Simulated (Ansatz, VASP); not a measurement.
## Sn2TeO3: VASP beside Ansatz

```
Sn Te O
1.0
     3.22898    0.00000    0.00000
     0.00000    3.53880    4.56376
     0.00000   -3.53880    4.56376
Sn Te O
2 1 3
Direct
  0.00000 0.04264 0.04264
  0.50000 0.43348 0.43348
  0.00000 0.70914 0.70914
  0.50000 0.19553 0.81954
  0.50000 0.81954 0.19553
  0.00000 0.27967 0.27967
```

Alike in both runs: functional PBE; k mesh 3 × 2 × 2; occupations gaussian, width 0.15 eV; no spin polarisation.

Ansatz relaxed the structure, and its values are those at the end. VASP's run is a single point on that final structure, the one shown.

|  | VASP | Ansatz |
| --- | --- | --- |
| version | VASP 6.6.1 | Ansatz 0.2.0 |
| potentials or method | VASP PAW PBE potentials, release 64 (Sn_d, Te, O), cutoff 520 eV | scalar-relativistic, plane waves, PAW |
| valence electrons in the cell | 52 | 62 |

```tsv
	VASP	Ansatz	Ansatz less VASP
gap on the k mesh at the Fermi level (eV)	none	none	-
pressure (GPa)	0.4	0.2	-0.23
rms of the force components (eV/Å)	0.018	0.026	+0.0080
```

A gap of «none» marks a metal or a gap that the smearing closes. VASP's potentials hold 52 valence electrons a cell and Ansatz's 62, so a difference there can come from the potentials and not from the codes.

The k mesh is coarse, so the values compare programs but aren't converged. Neither program's run includes spin-orbit coupling.
